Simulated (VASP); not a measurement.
# SiC (F-43m) in VASP: settings compared, part 2 of 2

VASP 6.6.1. Earlier steps stand in the parts before.

### Step 4. Single point, r2SCAN

File POSCAR:

```
SiC
1.0
    0.0000000000      2.1769970000      2.1769970000
    2.1769970000      0.0000000000      2.1769970000
    2.1769970000      2.1769970000      0.0000000000
Si C
1 1
Direct
    0.2500000000      0.2500000000      0.2500000000
    0.0000000000      0.0000000000      0.0000000000
```

File INCAR.step1:

```
PREC = Accurate
ENCUT = 660
ISMEAR = 0
SIGMA = 0.01
LREAL = False
LASPH = True
NELM = 120
NBANDS = 11
GGA = PE
ALGO = Normal
EDIFF = 1E-5
LWAVE = True
LCHARG = False
GGA_COMPAT = False
```

File INCAR.step2:

```
PREC = Accurate
ENCUT = 660
EDIFF = 1E-6
ISMEAR = 0
SIGMA = 0.01
LREAL = False
LASPH = True
NELM = 120
ALGO = Normal
ISIF = 2
LWAVE = False
LCHARG = False
METAGGA = R2SCAN
LMIXTAU = True
NBANDS = 11
ISTART = 1
GGA_COMPAT = False
```

File KPOINTS:

```
regular mesh
0
Gamma
  9 9 9
```

Potentials or basis: VASP PAW PBE potentials, release 64 (Si, C).

The run is started by

```bash
$ cat potpaw_PBE.64/Si/POTCAR potpaw_PBE.64/C/POTCAR > POTCAR
$ cp INCAR.step1 INCAR
$ mpirun -np 1 vasp_std > vasp.out
$ cp INCAR.step2 INCAR
$ mpirun -np 1 vasp_std > vasp.out
```

OUTCAR:

```text
PREC = Accurate
   ENCUT = 660
   EDIFF = 1E-6
   ISMEAR = 0
   LREAL = False
   LASPH = True
   NELM = 120
   ISIF = 2
   METAGGA = R2SCAN
   ISTART = 1

 ion  position               nearest neighbor table
   1  0.250  0.250  0.250-   2 1.89   2 1.89   2 1.89   2 1.89
   2  0.000  0.000  0.000-   1 1.89   1 1.89   1 1.89   1 1.89

  LATTYP: Found a face centered cubic cell.
 ALAT       =     4.3539940000

  Lattice vectors:

 A1 = (   0.0000000000,   2.1769970000,   2.1769970000)
 A2 = (   2.1769970000,   0.0000000000,   2.1769970000)
 A3 = (   2.1769970000,   2.1769970000,   0.0000000000)

Analysis of symmetry for initial positions (statically):
=====================================================================
 Subroutine PRICEL returns:
 Original cell was already a primitive cell.

 Routine SETGRP: Setting up the symmetry group for a
 face centered cubic supercell.

 Subroutine GETGRP returns: Found 24 space group operations
 (whereof 24 operations were pure point group operations)
 out of a pool of 48 trial point group operations.

The static configuration has the point symmetry T_d .

Analysis of symmetry for dynamics (positions and initial velocities):
=====================================================================
 Subroutine PRICEL returns:
 Original cell was already a primitive cell.

 Routine SETGRP: Setting up the symmetry group for a
 face centered cubic supercell.

 Subroutine GETGRP returns: Found 24 space group operations
 (whereof 24 operations were pure point group operations)
 out of a pool of 48 trial point group operations.

The dynamic configuration has the point symmetry T_d .

 Subroutine INISYM returns: Found 24 space group operations
 (whereof 24 operations are pure point group operations),
 and found     1 'primitive' translations

----------------------------------------------------------------------------------------

[... 114 lines left out ...]
  Fermi-wavevector in a.u.,A,eV,Ry     =   1.193723  2.255810 19.387966  1.424975
  Thomas-Fermi vector in A             =   2.329731
   LORBIT       =      0    0 simple, 1 ext, 2 COOP (PROOUT), +10 PAW based schemes
   METAGGA = R2SCAN    functional components
   LHFCALC =     F    Hartree Fock is set to
   AEXX    =    0.0000 exact exchange contribution
   IVDW    =     0    specifies the selected vdW correction
   LEPSILON=     F    determine dielectric tensor
   LRPA    =     F    only Hartree local field effects (RPA)
 non-spin polarized calculation
 Gauss-broadening in eV      SIGMA  =   0.01
  energy-cutoff  :      660.00
  volume of cell :       20.63
 maximum number of plane-waves:       821
 NGX is ok and might be reduce to    28
   NGX = 13   NGY = 13   NGZ = 13

 number of electron       8.0000000 magnetization

 Free energy of the ion-electron system (eV)
  ---------------------------------------------------
  ext. energy  EPLUGINS =         0.00000000
  ---------------------------------------------------
  free energy    TOTEN  =       -19.33125757 eV

  energy without entropy =      -19.33125757  energy(sigma->0) =      -19.33125757

 E-fermi :   8.1404     XC(G=0): -11.9464

 val. band max:        8.0112179509   @ k =   0.0000   0.0000   0.0000
 cond. band min:       9.8892106118   @ k =   0.4444   0.4444   0.0000
 fundamental gap:      1.8779926610
 Fermi energy:         8.1404391329

 k-point     1 :       0.0000    0.0000    0.0000
  band No.  band energies     occupation
      1      -8.1889      2.00000
      2       8.0112      2.00000
      3       8.0112      2.00000
      4       8.0112      2.00000
      5      14.8808      0.00000
      6      15.8831      0.00000
      7      15.8831      0.00000
      8      15.8831      0.00000
      9      23.2389      0.00000
     10      23.2389      0.00000
     11      25.8213      0.00000
[... 309 lines left out ...]
 k-point    24 :       0.4444    0.4444    0.0000
  band No.  band energies     occupation
      1      -3.5283      2.00000
      2       0.4568      2.00000
      3       4.7421      2.00000
      4       4.7421      2.00000
      5       9.8892      0.00000
      6      12.9454      0.00000
      7      22.8799      0.00000
      8      22.8799      0.00000
      9      23.7872      0.00000
     10      28.7999      0.00000
     11      31.5947      0.00000

 [... further k-points ...]
[... 5 lines left out ...]
  --------------------------------------------------------------------------------------
  -------------------------------------------------------------------------------------
  Total       -0.0031677     -0.0031677     -0.0031677     -0.0000000      0.0000000      0.0000000
  in kB       -0.2459516     -0.2459516     -0.2459516     -0.0000000      0.0000000      0.0000000
  external PRESSURE =      -0.2459516 kB  Pullay stress =       0.0000000 kB

 VOLUME and BASIS-vectors are now :
 -----------------------------------------------------------------------------
  energy-cutoff  :      660.00
  volume of cell :       20.63
      direct lattice vectors                 reciprocal lattice vectors
     0.000000000  2.176997000  2.176997000    -0.229674180  0.229674180  0.229674180
     2.176997000  0.000000000  2.176997000     0.229674180 -0.229674180  0.229674180
     2.176997000  2.176997000  0.000000000     0.229674180  0.229674180 -0.229674180

 POSITION                                       TOTAL-FORCE (eV/Angst)
 -----------------------------------------------------------------------------------
      1.08850      1.08850      1.08850         0.000000      0.000000      0.000000
      0.00000      0.00000      0.00000        -0.000000     -0.000000     -0.000000
 -----------------------------------------------------------------------------------
    total drift:                                0.000000      0.000000      0.000000

  FREE ENERGIE OF THE ION-ELECTRON SYSTEM (eV)
  ---------------------------------------------------
  free  energy   TOTEN  =       -19.3312575729 eV

  energy  without entropy=      -19.3312575729  energy(sigma->0) =      -19.33125757
```

OSZICAR.step1:

```text
N       E                     dE             d eps       ncg     rms          rms(c)
DAV:   1     0.588916435860E+01    0.58892E+01   -0.47572E+03   770   0.806E+02
DAV:   2    -0.161335686802E+02   -0.22023E+02   -0.20753E+02  1023   0.109E+02
DAV:   3    -0.169178357437E+02   -0.78427E+00   -0.78234E+00   932   0.175E+01
DAV:   4    -0.169213374782E+02   -0.35017E-02   -0.35015E-02   866   0.147E+00
DAV:   5    -0.169213533587E+02   -0.15881E-04   -0.15880E-04   923   0.957E-02    0.883E+00
DAV:   6    -0.151177622648E+02    0.18036E+01   -0.64851E+00   851   0.114E+01    0.391E+00
DAV:   7    -0.150670864852E+02    0.50676E-01   -0.38805E-01   923   0.356E+00    0.178E+00
DAV:   8    -0.150592431284E+02    0.78434E-02   -0.20219E-02   872   0.954E-01    0.171E-01
DAV:   9    -0.150593585937E+02   -0.11547E-03   -0.15990E-03   964   0.230E-01    0.112E-01
DAV:  10    -0.150594686206E+02   -0.11003E-03   -0.23554E-04   866   0.936E-02    0.258E-02
DAV:  11    -0.150594707252E+02   -0.21046E-05   -0.42113E-05   905   0.337E-02
   1 F= -.15059471E+02 E0= -.15059471E+02  d E =-.225275E-22
```

It used 42 s of CPU time on 1 thread of AMD EPYC 9R45 (Zen 5), with other jobs on the host.

Results:

```yaml
Free_energy: -19.3313 eV
Pressure: 0.0 GPa
Band_gap_on_the_k_mesh: 1.88 eV, indirect (least direct gap 5.15 eV)
```

Caveat: the PAW data sets were made with another functional, which shifts forces and pressure a little.
